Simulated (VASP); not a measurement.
Wanted: the native input for a VASP 6.6.1 run.

```yaml
Task: single point
Functional: PBEsol
Potentials_or_basis: VASP PAW PBE potentials, release 64 (O, Co, Pd)
Cutoff: 520 eV
k_mesh: 12 × 12 × 1
Occupations: gaussian, width 0.1 eV
Spin: no spin polarisation
Dipole_correction: yes
Further_INCAR_settings: ALGO = Normal; EDIFF = 1e-06; NBANDS = 35
```

The structure of Co2PdO4 lies in POSCAR:

```
Co2PdO4
1.0
    2.8149341055      0.0000000000      0.0000000000
   -1.4074670527      2.4378044453      0.0000000000
    0.0000000000      0.0000000000     24.7806301527
O Co Pd
4 2 1
Direct
    0.0000000000      0.0000000000      0.3430098407
    0.6666666667      0.3333333333      0.4199436431
    0.6666666667      0.3333333333      0.5799502231
    0.3333333333      0.6666666667      0.6548808179
    0.3333333333      0.6666666667      0.3814767419
    0.0000000000      0.0000000000      0.6194262589
    0.6666666667      0.3333333333      0.4999112170
```

These files were run (other wordings do the same):

INCAR

```
SYSTEM = Co2PdO4
PREC = Accurate
ENCUT = 520
EDIFF = 1E-6
ISMEAR = 0
SIGMA = 0.1
LREAL = .FALSE.
LASPH = .TRUE.
NELM = 100
ALGO = Normal
ISIF = 2
LWAVE = .FALSE.
LCHARG = .TRUE.
LDIPOL = .TRUE.
IDIPOL = 3
DIPOL = 0.5 0.5 0.500
GGA = PS
LELF = .TRUE.
LVHAR = .TRUE.
LVACPOTAV = .TRUE.
NBANDS = 35
```

KPOINTS

```
regular mesh
0
G
  12 12 1
  0 0 0
```

Potentials or basis: VASP PAW PBE potentials, release 64 (O, Co, Pd).

Launch:

```bash
$ cat potpaw_PBE.64/O/POTCAR potpaw_PBE.64/Co/POTCAR potpaw_PBE.64/Pd/POTCAR > POTCAR
$ mpirun -np 1 vasp_std > vasp.out
```

Results of the run:

| Property | Result |
| --- | --- |
| Largest force | 1.277 eV/Å |
| Band gap on the k mesh | zero (bands 26 and 27 overlap by 0.21 eV) |

Caveat: the PAW data sets were made with another functional, which shifts forces and pressure a little; the run has no spin polarisation, though such a crystal can be magnetic; semilocal functionals often make such compounds metallic where correlation or magnetic order opens a gap, which also shifts bond lengths.

It took 9.4 min on 1 thread of Intel Xeon 8259CL (shared host), peak memory 0.39 GiB.
